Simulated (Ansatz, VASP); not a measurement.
## Two plane-wave programs on Sb

```xyz
2
Lattice="-3.0415 3.0415 1.6592 3.0415 -3.0415 1.6592 3.0415 3.0415 -1.6592" Properties=species:S:1:pos:R:3 pbc="T T T"
Sb    0.0000    0.0000    0.0000
Sb    0.0000    3.0415    0.8296
```

Alike in both runs: task relaxation of cell and atoms; functional r2SCAN; k mesh 18 × 18 × 18; occupations gaussian, width 0.1 eV; no spin polarisation.

|  | VASP | Ansatz |
| --- | --- | --- |
| version | VASP 6.6.1 | Ansatz 0.2.0 |
| potentials or method | VASP PAW PBE potentials, release 64 (Sb), cutoff 550 eV | scalar-relativistic, plane waves, PAW |
| valence electrons in the cell | 10 | 30 |

|  | VASP | Ansatz | Ansatz less VASP |
| --- | --- | --- | --- |
| gap on the k mesh at the Fermi level, each at its own relaxed structure (eV) | none | none | - |
| relaxed volume (Å³/atom) | 29.09 | 29.09 | +0.004 |
| relaxed length of the cell vector where the two differ most in proportion (Å) | 4.563 | 4.563 | +0.0001 |

VASP's potentials were made for PBE, not for r2SCAN. A gap of «none» marks a metal or a gap that the smearing closes. VASP's potentials hold 10 valence electrons a cell and Ansatz's 30, so a difference there can come from the potentials and not from the codes.

Neither program's run includes spin-orbit coupling.
